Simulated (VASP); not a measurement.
The system is Nb.

```
Nb
1.0
     3.04885    0.00000    0.00000
    -1.52442    2.64038    0.00000
     0.00000    0.00000    4.94844
Nb
2
Direct
  0.33333 0.66667 0.25000
  0.66667 0.33333 0.75000
```

This isn't the form of Nb at room conditions, which is bcc.

| Quantity | Value |
| --- | --- |
| Program | VASP 6.6.1 |
| Task | relaxation of cell and atoms |
| Functional | r2SCAN |
| Potentials or basis | VASP PAW PBE potentials, release 64 (Nb_sv) |
| Cutoff | 600 eV |
| k mesh | 6 × 6 × 4 |
| Occupations | gaussian, width 0.1 eV |
| Spin | no spin polarisation |

At the start: pressure -10.6 GPa; volume 19.92 Å³/atom.

Problem. How do energy, volume and symmetry change on relaxing?

Solution. Over 9 steps the energy falls by 141.6 meV/atom and the volume is 18.39 Å³/atom (-7.7 %); space group P6_3/mmc (No. 194, to 0.1 Å) before and after.

Step by step:
```csv
step,energy change (eV),largest force (eV/Å),pressure (GPa),volume (Å³)
1,0.0000,0.0000,-10.63,39.84
2,0.1159,0.0000,24.46,32.66
3,-0.1263,0.0000,1.58,36.68
4,-0.2345,0.0000,2.01,36.40
5,0.0046,0.0000,13.27,35.03
6,-0.2729,0.0000,2.83,36.13
7,-0.2751,0.0000,3.30,36.03
8,-0.2602,0.0000,-5.46,38.08
9,-0.2831,0.0000,-0.11,36.79
```

Final structure:
```yaml
crystal:
  lattice:
    - [2.82921, 0.00000, 0.00000]
    - [-1.41461, 2.45017, 0.00000]
    - [0.00000, 0.00000, 5.30670]
  atoms:
    - { symbol: Nb, position: [0.33333, 0.66667, 0.25000] }
    - { symbol: Nb, position: [0.66667, 0.33333, 0.75000] }
```

Caveat: the k points lie up to 0.43 Å⁻¹ apart in the final cell, too coarse for converged energies and pressures of a metal; the PAW data sets were made with another functional, which shifts forces and pressure a little.
